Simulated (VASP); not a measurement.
CuI, 2 atoms in the cell. It takes space group Fm-3m (No. 225, cubic). The conventional cell has a = 5.762 Å, b = 5.762 Å, c = 5.762 Å, α = 90.00°, β = 90.00°, γ = 90.00°. I (site symmetry m-3m) has 6 Cu at 2.88 Å within 3.8 Å. Cu (site symmetry m-3m) has 6 I at 2.88 Å within 3.8 Å. 

* Program: VASP 6.6.1
* Task: single point
* Functional: PBE
* Potentials or basis: VASP PAW PBE potentials, release 64 (I, Cu)
* Cutoff: 520 eV
* k mesh: 8 × 8 × 8
* Occupations: fermi-dirac, width 0.05 eV
* Spin: no spin polarisation
* Dipole correction: no
* Further INCAR settings: ALGO = Normal; EDIFF = 1e-07; NBANDS = 16

Potentials or basis: VASP PAW PBE potentials, release 64 (I, Cu).

Command:

```sh
$ cat potpaw_PBE.64/I/POTCAR potpaw_PBE.64/Cu/POTCAR > POTCAR
$ mpirun -np 1 vasp_std > vasp.out
```

Hardware: 1 thread of Intel(R) Xeon(R) 6975P-C (Granite Rapids), on a shared host.

**Question.** Estimate the wall time of this run.

**Answer.** It took 12 s on 1 thread of Intel(R) Xeon(R) 6975P-C (Granite Rapids), on a shared host, peak memory 0.18 GiB. Counts: scf iterations 14, k points 29.
